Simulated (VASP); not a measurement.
Here is a VASP 6.6.1 calculation.

Contents of INCAR:

```
  PREC = Accurate
  ENCUT = 520
  EDIFF = 1E-6
  ISMEAR = -1
  SIGMA = 0.02
  LREAL = F
  LASPH = T
  NELM = 80
  ALGO = Normal
  ISIF = 2
  LWAVE = F
  LCHARG = F
  GGA = PE
  NBANDS = 34
```

KPOINTS

```
regular mesh
0
Gamma
  8 8 8
```

Contents of POSCAR:

```
La2GaP3
1.0
   -2.0566279691      2.0566279691      8.4655245066
    2.0566279691     -2.0566279691      8.4655245066
    2.0566279691      2.0566279691     -8.4655245066
La P Ga
2 3 1
Direct
    0.8375016973      0.8375016973      0.0000000000
    0.1624983027      0.1624983027      0.0000000000
    0.6605928114      0.6605928114      0.0000000000
    0.0000000000      0.0000000000      0.0000000000
    0.3394071886      0.3394071886      0.0000000000
    0.5000000000      0.5000000000      0.0000000000
```

Potentials or basis: VASP PAW PBE potentials, release 64 (La, P, Ga_d).

Run with:

```sh
$ cat potpaw_PBE.64/La/POTCAR potpaw_PBE.64/P/POTCAR potpaw_PBE.64/Ga_d/POTCAR > POTCAR
$ mpirun -np 1 vasp_std > vasp.out
```

Problem. Predict the band gap on the k mesh.

Solution. Zero (bands 25 and 26 overlap by 0.20 eV).

Problem. What does it give for the largest force?

Solution. 0.144 eV/Å.

Problem. Predict the pressure.

Solution. 4.4 GPa.

Forces in eV/Å, atoms in the order of the input:
```
La   0.000  0.000 -0.144
La   0.000  0.000  0.144
P    0.000  0.000 -0.078
P    0.000  0.000  0.000
P    0.000  0.000  0.078
Ga   0.000  0.000  0.000
```

Caveat: the cell stands under pressure; spin-orbit coupling is left out, which moves the levels of the heavy elements.
